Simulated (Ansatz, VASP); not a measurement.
# One calculation of AlN, two programs

```
Al N
1.0
     3.10060    0.00000    0.00000
    -1.55030    2.68520    0.00000
     0.00000    0.00000    4.96135
Al N
2 2
Direct
  0.33333 0.66667 0.00000
  0.66667 0.33333 0.50000
  0.33333 0.66667 0.38500
  0.66667 0.33333 0.88500
```

Change from the starting cell: volume scaled by 0.99, crystal datasets.

Alike in both runs: task electric field gradients; functional PBEsol; k mesh 10 × 10 × 6; occupations fermi-dirac, width 0.03 eV; no spin polarisation.

|  | VASP | Ansatz |
| --- | --- | --- |
| version | VASP 6.6.1 | Ansatz 0.2.0 |
| potentials or method | VASP PAW PBE potentials, release 64 (Al, N), cutoff 520 eV | all-electron PAW with datasets made for the crystal, scalar-relativistic |

|  | VASP | Ansatz | Ansatz less VASP |
| --- | --- | --- | --- |
| gap on the k mesh at the Fermi level (eV) | 4.18 | 4.17 | -0.006 |
| pressure (GPa) | 2.6 | 2.5 | -0.15 |
| traceless stress, the component that is largest in VASP (GPa) | -1.51 | -1.47 | +0.034 |
| rms of the force components (eV/Å) | 0.103 | 0.103 | -0.0003 |
| size of Vzz on the site where it differs most (V/Å²) | 8.6 | 8.3 | -0.30 |

VASP's potentials were made for PBE, not for PBEsol. Atom by atom the forces differ by 0.000 eV/Å (rms over components). Ansatz ran all-electron here, and VASP with PAW potentials.
